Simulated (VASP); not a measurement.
# P: single point with PBE+D3(BJ)

The system is P.

```
P
1.0
     2.40726    0.00000    0.00000
     0.00000    2.40726    0.00000
     0.00000    0.00000    2.40737
P
1
Cartesian
  0.0000 0.0000 0.0000
```

```json
{
 "Program": "VASP 6.6.1",
 "Task": "single point",
 "Functional": "PBE",
 "Dispersion": "D3(BJ)",
 "Potentials or basis": "VASP PAW PBE potentials, release 64 (P)",
 "Cutoff": "520 eV",
 "k mesh": "10 × 10 × 10",
 "Occupations": "gaussian, width 0.1 eV",
 "Spin": "no spin polarisation",
 "Dipole correction": "no",
 "Further INCAR settings": "ALGO = Normal; EDIFF = 1e-06; NBANDS = 8"
}
```

| Property | Result |
| --- | --- |
| Pressure | -0.3 GPa |
| Dispersion energy per atom | -0.507 eV |

Levels at points of the mesh, in eV from the Fermi level:
```tsv
k point	band 1	band 2	band 3	band 4	band 5	band 6
(0.00, 0.00, 0.00)	-17.11	5.09	5.09	5.09	6.58	6.58
(0.50, 0.00, 0.00)	-12.56	-9.20	8.10	8.10	9.23	14.38
(0.50, 0.50, 0.00)	-7.60	-5.65	-5.65	0.56	10.90	17.01
(0.00, 0.00, 0.50)	-12.56	-9.20	8.10	8.10	9.23	14.38
(0.50, 0.00, 0.50)	-7.60	-5.65	-5.65	0.56	10.90	17.01
(0.50, 0.50, 0.50)	-2.40	-2.40	-2.40	-1.32	4.37	4.37
```

Run time: 3.5 s on 1 thread of Intel(R) Xeon(R) 6975P-C (Granite Rapids) (shared host), peak memory 0.12 GiB.

Caveat: pairwise dispersion overbinds metals, which lowers pressure and volume.
